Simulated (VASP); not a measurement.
Input of a VASP 6.6.1 run:

Contents of INCAR:

```
PREC = Accurate ; ENCUT = 600
EDIFF = 1E-6 ; ISMEAR = 0
SIGMA = 0.1 ; LREAL = F
LASPH = T ; NELM = 60
ALGO = Normal ; ISIF = 3
LWAVE = F ; LCHARG = F
GGA = PE ; IBRION = 2
NSW = 100 ; EDIFFG = -0.01
```

File KPOINTS:

```
regular mesh
0
Gamma
  6 6 6
```

The input POSCAR:

```
GaSb
1.0
   -4.2724097650      4.2724097650      4.2724097650
    4.2724097650     -4.2724097650      4.2724097650
    4.2724097650      4.2724097650     -4.2724097650
Ga Sb
4 4
Direct
    0.3121342454      0.3121342454      0.3121342454
    0.0000000000      0.0000000000      0.6878657546
    0.0000000000      0.6878657546      0.0000000000
    0.6878657546      0.0000000000      0.0000000000
    0.6719890866      0.6719890866      0.6719890866
    0.0000000000      0.0000000000      0.3280109134
    0.0000000000      0.3280109134      0.0000000000
    0.3280109134      0.0000000000      0.0000000000
```

Potentials or basis: VASP PAW PBE potentials, release 64 (Ga_d, Sb).

The run is started by

```bash
$ cat potpaw_PBE.64/Ga_d/POTCAR potpaw_PBE.64/Sb/POTCAR > POTCAR
$ mpirun -np 1 vasp_std > vasp.out
```

(1) Estimate the band gap on the k mesh.

## Answers

(1) zero (bands 36 and 37 overlap by 0.11 eV).

Caveat: the relaxation stopped at its first step, so nothing moved; semilocal functionals underestimate gaps, and a narrow one can read as zero; spin-orbit coupling is left out, which moves the levels of the heavy elements.
